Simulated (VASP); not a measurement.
# GaN (F-43m) in VASP: a series of runs

Runs on GaN. Level: PBEsol. Tasks: single point.

Everything below comes from runs of VASP 6.6.1. Logs are shortened: lines on timing, memory, paths and dates and some standing lists are left out, and cuts for length are marked.

## Step 1: The cell of the first run

It takes space group F-43m (No. 216, cubic). The conventional cell has a = 4.468 Å, b = 4.468 Å, c = 4.468 Å, α = 90.00°, β = 90.00°, γ = 90.00°. Within 2.6 Å of Ga (site symmetry -43m) lie 4 N at 1.93 Å. Within 2.6 Å of N (site symmetry -43m) lie 4 Ga at 1.93 Å.

## Step 2: Single point, PBEsol, non-collinear spin, zero start, spin-orbit coupling

INCAR reads:

```
SYSTEM = GaN
PREC = Accurate
ENCUT = 520
EDIFF = 1E-6
ISMEAR = 0
SIGMA = 0.01
LREAL = .False.
LASPH = .True.
NELM = 150
ALGO = Normal
ISIF = 2
LWAVE = .False.
LCHARG = .False.
MAGMOM = 0 0 0 0 0 0
LORBIT = 11
LSORBIT = .True.
GGA_COMPAT = .False.
LORBMOM = .True.
GGA = PS
NBANDS = 30
```

KPOINTS reads:

```
regular mesh
0
Gamma
  10 10 10
  0 0 0
```

POSCAR reads:

```
GaN
1.0
    2.2340052182      2.2340052182      0.0000000000
   -2.2340052182      2.2340052182      0.0000000000
    0.0000000000      2.2340052182      2.2340052182
Ga N
1 1
Direct
    0.0000000000      0.0000000000      0.0000000000
    0.2500000000      0.7500000000      0.5000000000
```

Potentials or basis: VASP PAW PBE potentials, release 64 (Ga_d, N).

Command:

```sh
$ cat potpaw_PBE.64/Ga_d/POTCAR potpaw_PBE.64/N/POTCAR > POTCAR
$ mpirun -np 1 vasp_ncl > vasp.out
```

OUTCAR:

```text
SYSTEM = GaN
   PREC = Accurate
   ENCUT = 520
   EDIFF = 1E-6
   ISMEAR = 0
   LREAL = .False.
   LASPH = .True.
   NELM = 150
   ISIF = 2
   LORBIT = 11
   LSORBIT = .True.
   GGA = PS

 ion  position               nearest neighbor table
   1  0.000  0.000  0.000-   2 1.93   2 1.93   2 1.93   2 1.93
   2  0.250  0.750  0.500-   1 1.93   1 1.93   1 1.93   1 1.93

  LATTYP: Found a face centered cubic cell.
 ALAT       =     4.4680104364

  Lattice vectors:

 A1 = (   0.0000000000,   2.2340052182,   2.2340052182)
 A2 = (   2.2340052182,   0.0000000000,   2.2340052182)
 A3 = (   2.2340052182,   2.2340052182,   0.0000000000)

Analysis of symmetry for initial positions (statically):
=====================================================================
 Subroutine PRICEL returns:
 Original cell was already a primitive cell.

 Routine SETGRP: Setting up the symmetry group for a
 face centered cubic supercell.

 Subroutine GETGRP returns: Found 24 space group operations
 (whereof 24 operations were pure point group operations)
 out of a pool of 48 trial point group operations.

The static configuration has the point symmetry T_d .

Analysis of symmetry for dynamics (positions and initial velocities):
=====================================================================
 Subroutine PRICEL returns:
 Original cell was already a primitive cell.

 Routine SETGRP: Setting up the symmetry group for a
 face centered cubic supercell.

 Subroutine GETGRP returns: Found 24 space group operations
 (whereof 24 operations were pure point group operations)
 out of a pool of 48 trial point group operations.

The dynamic configuration has the point symmetry T_d .

Analysis of structural, dynamic, and magnetic symmetry:
=====================================================================
 Subroutine PRICEL returns:
 Original cell was already a primitive cell.

 Routine SETGRP: Setting up the symmetry group for a
 face centered cubic supercell.

 Subroutine GETGRP returns: Found 24 space group operations
 (whereof 24 operations were pure point group operations)
 out of a pool of 48 trial point group operations.

The overall configuration has the point symmetry T_d .

 Subroutine INISYM returns: Found 24 space group operations
 (whereof 24 operations are pure point group operations),
 and found     1 'primitive' translations

----------------------------------------------------------------------------------------

                                     Primitive cell

  volume of cell :      22.2989

  direct lattice vectors                    reciprocal lattice vectors
     2.234005218  2.234005218  0.000000000     0.223813264  0.223813264 -0.223813264
    -2.234005218  2.234005218  0.000000000    -0.223813264  0.223813264 -0.223813264
     0.000000000  2.234005218  2.234005218     0.000000000  0.000000000  0.447626528

  length of vectors
     3.159360478  3.159360478  3.159360478     0.387655945  0.387655945  0.447626528

  position of ions in fractional coordinates (direct lattice)
     0.000000000  0.000000000  0.000000000
     0.250000000  0.750000000  0.500000000

  ion indices of the primitive-cell ions
   primitive index   ion index
                 1           1
                 2           2

----------------------------------------------------------------------------------------

 KPOINTS: regular mesh

Automatic generation of k-mesh.
 Grid dimensions read from file:
 generate k-points for:   10   10   10

 Generating k-lattice:

  Cartesian coordinates                     Fractional coordinates (reciprocal lattice)
     0.022381326  0.022381326 -0.022381326     0.100000000  0.000000000  0.000000000
    -0.022381326  0.022381326 -0.022381326     0.000000000  0.100000000  0.000000000
     0.000000000  0.000000000  0.044762653     0.000000000  0.000000000  0.100000000

  Length of vectors
     0.038765594  0.038765594  0.044762653

  Shift w.r.t. Gamma in fractional coordinates (k-lattice)
     0.000000000  0.000000000  0.000000000

 Subroutine IBZKPT returns following result:
 ===========================================

 Found     73 irreducible k-points:

 Following reciprocal coordinates:
            Coordinates               Weight
  0.000000  0.000000  0.000000      1.000000
  0.100000  0.000000  0.000000      4.000000
 -0.100000  0.000000  0.000000      4.000000
  0.200000  0.000000  0.000000      4.000000
 -0.200000  0.000000  0.000000      4.000000
  0.300000  0.000000  0.000000      4.000000
[... 16 lines left out ...]
  0.300000 -0.100000  0.000000     12.000000
 -0.200000  0.100000  0.000000     12.000000
 [... further k-points ...]
   k-points           NKPTS =     73   k-points in BZ     NKDIM =     73   number of bands    NBANDS=     30
   number of dos      NEDOS =    301   number of ions     NIONS =      2
   total plane-waves  NPLWV =  13824
   dimension x,y,z NGX =    24 NGY =   24 NGZ =   24
   dimension x,y,z NGXF=    48 NGYF=   48 NGZF=   48
   ions per type =               1   1
   NGX,Y,Z   is equivalent  to a cutoff of  12.63, 12.63, 12.63 a.u.
   NGXF,Y,Z  is equivalent  to a cutoff of  25.26, 25.26, 25.26 a.u.
 SYSTEM =  GaN
   PREC   = accura    normal or accurate (medium, high low for compatibility)
   ISTART =      0    job   : 0-new  1-cont  2-samecut
   ICHARG =      2    charge: 1-file 2-atom 10-const
   ISPIN  =      1    spin polarized calculation?
   LNONCOLLINEAR =      T non collinear calculations
   LSORBIT =      T    spin-orbit coupling
   LASPH  =      T    aspherical Exc in radial PAW
   ENCUT  =  520.0 eV  38.22 Ry    6.18 a.u.   5.87  5.87  5.87*2*pi/ulx,y,z
   NELM   =    150;   NELMIN=  2; NELMDL= -5     # of ELM steps
   EDIFF  = 0.1E-05   stopping-criterion for ELM
   LREAL  =      F    real-space projection
[... 7 lines left out ...]
   TEBEG  =    0.0;   TEEND  =   0.0 temperature during run
   PSTRESS=    0.0 pullay stress
   NELECT =      18.0000    total number of electrons
   NUPDOWN=      -1.0000    fix difference up-down
   EMIN   =  10.00;   EMAX   =-10.00  energy-range for DOS
   EFERMI =   0.00;   METHOD = LEGACY
   ISMEAR =     0;   SIGMA  =   0.01  broadening in eV -4-tet -1-fermi 0-gaus
   EFERMI_NEDOS =   21; number of points for ismear=-14 and -15
   IALGO  =     38    algorithm
   IMIX   =      4    mixing-type and parameters
     AMIX     =   0.40;   BMIX     =  1.00
     AMIX_MAG =   1.60;   BMIX_MAG =  1.00
  volume/ion in A,a.u.               =      11.15        75.24
  Fermi-wavevector in a.u.,A,eV,Ry     =   1.524304  2.880516 31.613158  2.323502
  Thomas-Fermi vector in A             =   2.632629
   LORBIT       =     11    0 simple, 1 ext, 2 COOP (PROOUT), +10 PAW based schemes
   GGA     = PS    functional components
   LHFCALC =     F    Hartree Fock is set to
   AEXX    =    0.0000 exact exchange contribution
   IVDW    =     0    specifies the selected vdW correction
   LEPSILON=     F    determine dielectric tensor
   LRPA    =     F    only Hartree local field effects (RPA)
 Gauss-broadening in eV      SIGMA  =   0.01
  energy-cutoff  :      520.00
  volume of cell :       22.30
 maximum number of plane-waves:      1240
   NGX = 11   NGY = 11   NGZ = 11

 number of electron      18.0000016 magnetization       0.0000000     -0.0000000     -0.0000000

 number of electron      18.0000016 magnetization       0.0000000     -0.0000000      0.0000000

 number of electron      18.0000016 magnetization      -0.0000000     -0.0000000     -0.0000000

 number of electron      18.0000016 magnetization       0.0000000      0.0000000      0.0000000

 Free energy of the ion-electron system (eV)
  ---------------------------------------------------
  ext. energy  EPLUGINS =         0.00000000
  ---------------------------------------------------
  free energy    TOTEN  =       -13.12292564 eV

  energy without entropy =      -13.12292564  energy(sigma->0) =      -13.12292564

 E-fermi :   5.4949     XC(G=0): -12.0425

 val. band max:        5.4403235905   @ k =   0.0000   0.0000   0.0000
 cond. band min:       7.2870872076   @ k =   0.0000   0.0000   0.0000
 fundamental gap:      1.8467636171
 Fermi energy:         5.4948624786

 k-point     1 :       0.0000    0.0000    0.0000
  band No.  band energies     occupation
      1     -10.7232      1.00000
      2     -10.7232      1.00000
      3      -8.1687      1.00000
      4      -8.1687      1.00000
      5      -8.1687      1.00000
      6      -8.1687      1.00000
[... 781 lines left out ...]
     29      24.1035      0.00000
     30      24.1941      0.00000

 [... further k-points ...]
[... 5 lines left out ...]
  --------------------------------------------------------------------------------------
  -------------------------------------------------------------------------------------
  Total        0.5267621      0.5267621      0.5267621      0.0000000      0.0000000     -0.0000000
  in kB       37.8479697     37.8479697     37.8479697      0.0000000      0.0000000     -0.0000000
  external PRESSURE =      37.8479697 kB  Pullay stress =       0.0000000 kB

 VOLUME and BASIS-vectors are now :
 -----------------------------------------------------------------------------
  energy-cutoff  :      520.00
  volume of cell :       22.30
      direct lattice vectors                 reciprocal lattice vectors
     2.234005218  2.234005218  0.000000000     0.223813264  0.223813264 -0.223813264
    -2.234005218  2.234005218  0.000000000    -0.223813264  0.223813264 -0.223813264
     0.000000000  2.234005218  2.234005218     0.000000000  0.000000000  0.447626528

 POSITION                                       TOTAL-FORCE (eV/Angst)
 -----------------------------------------------------------------------------------
      0.00000      0.00000      0.00000         0.000000     -0.000000      0.000000
     -1.11700      3.35101      1.11700        -0.000000      0.000000      0.000000
 -----------------------------------------------------------------------------------
    total drift:                                0.000004      0.000000      0.000000

  FREE ENERGIE OF THE ION-ELECTRON SYSTEM (eV)
  ---------------------------------------------------
  free  energy   TOTEN  =       -13.1229256423 eV

  energy  without entropy=      -13.1229256423  energy(sigma->0) =      -13.12292564

 orbital moment (x)

 # of ion     p       d       tot
 ----------------------------------------
  1         0.000  -0.000   0.000
  2        -0.000   0.000  -0.000
 ----------------------------------------
            0.000  -0.000  -0.000

 orbital moment (y)

 # of ion     p       d       tot
 ----------------------------------------
  1         0.000   0.000   0.000
  2         0.000   0.000   0.000
 ----------------------------------------
            0.000   0.000   0.000

 orbital moment (z)

 # of ion     p       d       tot
 ----------------------------------------
  1        -0.000   0.000  -0.000
  2         0.000   0.000   0.000
 ----------------------------------------
           -0.000   0.000   0.000

 Spin-Orbit-Coupling matrix elements

 Ion:    1  E_soc:     -0.0110296
 l=   1
     0.0000000    -0.0010062    -0.0010062
    -0.0010062     0.0000000    -0.0010062
    -0.0010062    -0.0010062     0.0000000
 l=   2
     0.0000000    -0.0001739     0.0000000    -0.0001739    -0.0006582
    -0.0001739     0.0000000    -0.0004936    -0.0001739    -0.0001645
     0.0000000    -0.0004936     0.0000000    -0.0004936     0.0000000
    -0.0001739    -0.0001739    -0.0004936     0.0000000    -0.0001645
    -0.0006582    -0.0001645     0.0000000    -0.0001645     0.0000000
 l=   3
     0.0000000     0.0000000     0.0000000     0.0000000     0.0000000     0.0000000     0.0000000
     0.0000000     0.0000000     0.0000000     0.0000000     0.0000000     0.0000000     0.0000000
     0.0000000     0.0000000     0.0000000     0.0000000     0.0000000     0.0000000     0.0000000
     0.0000000     0.0000000     0.0000000     0.0000000     0.0000000     0.0000000     0.0000000
     0.0000000     0.0000000     0.0000000     0.0000000     0.0000000     0.0000000     0.0000000
     0.0000000     0.0000000     0.0000000     0.0000000     0.0000000     0.0000000     0.0000000
     0.0000000     0.0000000     0.0000000     0.0000000     0.0000000     0.0000000     0.0000000

 Ion:    2  E_soc:     -0.0000952
 l=   1
     0.0000000    -0.0000159    -0.0000159
    -0.0000159     0.0000000    -0.0000159
    -0.0000159    -0.0000159     0.0000000
 l=   2
     0.0000000     0.0000000     0.0000000     0.0000000     0.0000000
     0.0000000     0.0000000     0.0000000     0.0000000     0.0000000
     0.0000000     0.0000000     0.0000000     0.0000000     0.0000000
     0.0000000     0.0000000     0.0000000     0.0000000     0.0000000
     0.0000000     0.0000000     0.0000000     0.0000000     0.0000000
 l=   3
     0.0000000     0.0000000     0.0000000     0.0000000     0.0000000     0.0000000     0.0000000
     0.0000000     0.0000000     0.0000000     0.0000000     0.0000000     0.0000000     0.0000000
     0.0000000     0.0000000     0.0000000     0.0000000     0.0000000     0.0000000     0.0000000
     0.0000000     0.0000000     0.0000000     0.0000000     0.0000000     0.0000000     0.0000000
     0.0000000     0.0000000     0.0000000     0.0000000     0.0000000     0.0000000     0.0000000
     0.0000000     0.0000000     0.0000000     0.0000000     0.0000000     0.0000000     0.0000000
     0.0000000     0.0000000     0.0000000     0.0000000     0.0000000     0.0000000     0.0000000

 total charge

# of ion       s       p       d       tot
------------------------------------------
    1        0.796   0.936  10.195  11.928
    2        1.217   2.524   0.000   3.741
--------------------------------------------------
tot          2.014   3.460  10.195  15.669

 magnetization (x)

# of ion       s       p       d       tot
------------------------------------------
    1        0.000   0.000   0.000   0.000
    2       -0.000  -0.000   0.000  -0.000
--------------------------------------------------
tot         -0.000  -0.000   0.000  -0.000

 magnetization (y)

# of ion       s       p       d       tot
------------------------------------------
    1       -0.000   0.000   0.000   0.000
    2        0.000   0.000   0.000   0.000
--------------------------------------------------
tot          0.000   0.000   0.000   0.000

 magnetization (z)

# of ion       s       p       d       tot
------------------------------------------
    1        0.000   0.000   0.000   0.000
    2       -0.000   0.000   0.000   0.000
--------------------------------------------------
tot         -0.000   0.000   0.000   0.000
```

It took 41 s on 1 thread of Intel Xeon Platinum 8559C (Emerald Rapids), shared host; peak memory 0.23 GiB.

Results:

```yaml
Free_energy: -13.1229 eV
Pressure: 3.8 GPa
Net_moment: 0.00 μB per cell
Valence_electrons_inside_the_program's_atomic_spheres: Ga 11.93; N 3.74
```

Moments on the atoms (μB; x, y, z):
```
Ga  0.00 0.00 0.00
N   0.00 0.00 0.00
```

Caveat: the cell stands under pressure; the PAW data sets were made with another functional, which shifts forces and pressure a little.

(Continued in part 2 of 2.)
